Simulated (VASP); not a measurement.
Write the native input for VASP 6.6.1 that does the following.

* Task: single point
* Functional: LDA
* Potentials or basis: VASP PAW LDA potentials, release 64 (Te)
* Cutoff: 520 eV
* k mesh: 19 × 19 × 19
* Occupations: fermi-dirac, width 0.05 eV
* Spin: no spin polarisation
* Dipole correction: no
* Further INCAR settings: ALGO = Normal; EDIFF = 1e-06; NBANDS = 9

The structure of Te lies in POSCAR:

```
Te
1.0
   -1.4000702270      1.4000702270      1.4000702270
    1.4000702270     -1.4000702270      1.4000702270
    1.4000702270      1.4000702270     -1.4000702270
Te
1
Direct
    0.0000000000      0.0000000000      0.0000000000
```

These files were run (other wordings do the same):

INCAR

```
ALGO     = Normal         # electronic algorithm
EDIFF    = 1E-6           # SCF threshold, eV
ENCUT    = 520            # plane-wave cutoff, eV
GGA      = CA             # functional
ISIF     = 2              # what is computed and relaxed
ISMEAR   = -1             # smearing method
LASPH    = T              # aspherical terms in the spheres
LCHARG   = F              # write CHGCAR
LREAL    = F              # projectors in reciprocal space
LWAVE    = F              # write WAVECAR
NBANDS   = 9              # bands
NELM     = 100            # most SCF steps
PREC     = Accurate       # precision mode
SIGMA    = 0.05           # smearing width, eV
```

KPOINTS

```
k-points
0
Gamma
  19 19 19
```

Potentials or basis: VASP PAW LDA potentials, release 64 (Te).

Command:

```console
$ cat potpaw_LDA.64/Te/POTCAR > POTCAR
$ mpirun -np 1 vasp_std > vasp.out
```

Results of the run:

| Item | Value |
| --- | --- |
| Pressure | 462.7 GPa |
| Band gap on the k mesh | zero (band 3 reaches 37.17 eV, above the bottom of band 4 at 19.86 eV) |

Caveat: spin-orbit coupling is left out, which moves the levels of the heavy elements.

It took 14 s on 1 thread of Intel(R) Xeon(R) 6975P-C (Granite Rapids), with other jobs on the host, peak memory 0.13 GiB.
